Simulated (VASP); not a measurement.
Write the native input for VASP 6.6.1 that does the following.

- Task: single point
- Functional: r2SCAN
- Potentials or basis: VASP PAW PBE potentials, release 64 (Li_sv, H)
- Cutoff: 830 eV
- k mesh: 10 × 10 × 10
- Occupations: gaussian, width 0.01 eV
- Spin: no spin polarisation
- Dipole correction: no
- Further INCAR settings: ALGO = Normal; EDIFF = 1e-06; NBANDS = 9

The system is LiH.

```xyz
2
Lattice="0.0000 2.0123 2.0123 2.0123 0.0000 2.0123 2.0123 2.0123 0.0000" Properties=species:S:1:pos:R:3 pbc="T T T"
Li    0.0000    0.0000    0.0000
H     2.0123    2.0123    2.0123
```

The input as run:

POSCAR

```
LiH
1.0
    0.0000000000      2.0123389126      2.0123389126
    2.0123389126      0.0000000000      2.0123389126
    2.0123389126      2.0123389126      0.0000000000
Li H
1 1
Direct
    0.0000000000      0.0000000000      0.0000000000
    0.5000000000      0.5000000000      0.5000000000
```

INCAR.step1

```
SYSTEM = LiH
ALGO = Normal ; EDIFF = 1E-5
ENCUT = 830 ; GGA = PE
GGA_COMPAT = .FALSE. ; ISMEAR = 0
LASPH = .TRUE. ; LCHARG = .FALSE.
LREAL = .FALSE. ; LWAVE = .TRUE.
NBANDS = 9 ; NELM = 120
PREC = Accurate ; SIGMA = 0.01
```

INCAR.step2

```
SYSTEM = LiH
ALGO = Normal ; EDIFF = 1E-6
ENCUT = 830 ; GGA_COMPAT = .FALSE.
ISIF = 2 ; ISMEAR = 0
ISTART = 1 ; LASPH = .TRUE.
LCHARG = .FALSE. ; LMIXTAU = .TRUE.
LREAL = .FALSE. ; LWAVE = .FALSE.
METAGGA = R2SCAN ; NBANDS = 9
NELM = 120 ; PREC = Accurate
SIGMA = 0.01
```

KPOINTS

```
k-points
0
G
  10 10 10
  0 0 0
```

Potentials or basis: VASP PAW PBE potentials, release 64 (Li_sv, H).

The run is started by

```sh
$ cat potpaw_PBE.64/Li_sv/POTCAR potpaw_PBE.64/H/POTCAR > POTCAR
$ cp INCAR.step1 INCAR
$ mpirun -np 1 vasp_std > vasp.out
$ cp INCAR.step2 INCAR
$ mpirun -np 1 vasp_std > vasp.out
```

It gave:

The pressure is -0.4 GPa and the band gap on the k mesh is 3.58 eV.

Caveat: the PAW data sets were made with another functional, which shifts forces and pressure a little.

Run time: 23 s on 1 thread of Intel(R) Xeon(R) 6975P-C (Granite Rapids) (shared host), peak memory 0.15 GiB.
